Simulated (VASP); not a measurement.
TePt: single point with PBEsol

The system is TePt.

```
Te Pt
1.0
     4.27544    0.00000    0.00000
    -2.13772    3.70264    0.00000
     0.00000    0.00000    5.22816
Te Pt
2 2
Cartesian
  0.0000 2.4684 1.3070
  2.1377 1.2342 3.9211
  0.0000 0.0000 0.0000
  0.0000 0.0000 2.6141
```

This cell differs from its parent crystal: strain +0.040 along x and y, -0.040 along z.

```yaml
Program: VASP 6.6.1
Task: single point
Functional: PBEsol
Potentials_or_basis: VASP PAW PBE potentials, release 64 (Te, Pt)
Cutoff: 520 eV
k_mesh: 12 × 12 × 10
Occupations: gaussian, width 0.15 eV
Spin: no spin polarisation
```

The pressure is 6.1 GPa and the band gap on the k mesh is zero (bands 16 and 17 overlap by 1.83 eV).

Stress tensor (GPa, compression positive):
```
 1.99  0.00  0.00
 0.00  1.99  0.00
 0.00  0.00 14.36
```

Levels at points of the mesh, in eV from the Fermi level:
```csv
k point,band 13,band 14,band 15,band 16,band 17,band 18,band 19,band 20
"(0.00, 0.00, 0.00)",-1.55,-1.55,0.42,1.26,1.31,1.53,2.05,2.05
"(0.50, 0.00, 0.00)",-2.64,-1.84,-1.68,-1.55,1.70,2.59,3.42,3.63
"(0.00, 0.00, 0.50)",-2.71,-2.71,1.01,1.01,1.01,1.01,3.87,3.87
"(0.50, 0.00, 0.50)",-3.10,-3.10,-0.55,-0.55,0.33,0.33,3.01,3.01
```

Run time: 100 s on 1 thread of AMD EPYC 9R45 96-Core Processor (Zen 5), on a shared host, peak memory 0.31 GiB.

Caveat: the cell differs from its parent crystal (strain +0.040 along x and y, -0.040 along z); the stress differs along the axes, from 2 to 14 GPa; the PAW data sets were made with another functional, which shifts forces and pressure a little; spin-orbit coupling is left out, which moves the levels of the heavy elements.
